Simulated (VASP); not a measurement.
Here is a VASP 6.6.1 calculation.

POSCAR

```
SnO2
1.0
    4.7880040000      0.0000000000      0.0000000000
    0.0000000000      4.8665820000      0.0000000000
    0.0000000000      0.0000000000      3.2408980000
Sn O
2 4
Direct
    0.0000000000      0.0000000000      0.0000000000
    0.5000000000      0.5000000000      0.5000000000
    0.7081450000      0.6789580000      0.0000000000
    0.2081450000      0.8210420000      0.5000000000
    0.7918550000      0.1789580000      0.5000000000
    0.2918550000      0.3210420000      0.0000000000
```

The input INCAR.step1:

```
PREC = Accurate ; ENCUT = 520
ISMEAR = 0 ; SIGMA = 0.02
LREAL = F ; LASPH = T
NELM = 60 ; NBANDS = 35
GGA = PE ; ALGO = Normal
EDIFF = 1E-4 ; LWAVE = T
LCHARG = F
```

INCAR.step2

```
PREC = Accurate ; ENCUT = 520
EDIFF = 1E-6 ; ISMEAR = 0
SIGMA = 0.02 ; LREAL = F
LASPH = T ; NELM = 60
ALGO = Normal ; ISIF = 2
LWAVE = F ; LCHARG = F
METAGGA = R2SCAN ; LMIXTAU = T
NBANDS = 35 ; ISTART = 1
```

File KPOINTS:

```
Automatic mesh
0
Gamma
  8 6 10
```

Potentials or basis: VASP PAW PBE potentials, release 64 (Sn_d, O).

The run is started by

```sh
$ cat potpaw_PBE.64/Sn_d/POTCAR potpaw_PBE.64/O/POTCAR > POTCAR
$ cp INCAR.step1 INCAR
$ mpirun -np 1 vasp_std > vasp.out
$ cp INCAR.step2 INCAR
$ mpirun -np 1 vasp_std > vasp.out
```

(1) Estimate the band gap on the k mesh.

(2) Estimate the pressure.

(3) Predict the largest force.

## Answers

(1) 1.42 eV.

(2) -7.3 GPa.

(3) 0.118 eV/Å.

Caveat: the cell stands under tension; the PAW data sets were made with another functional, which shifts forces and pressure a little; spin-orbit coupling is left out, which moves the levels of the heavy elements.
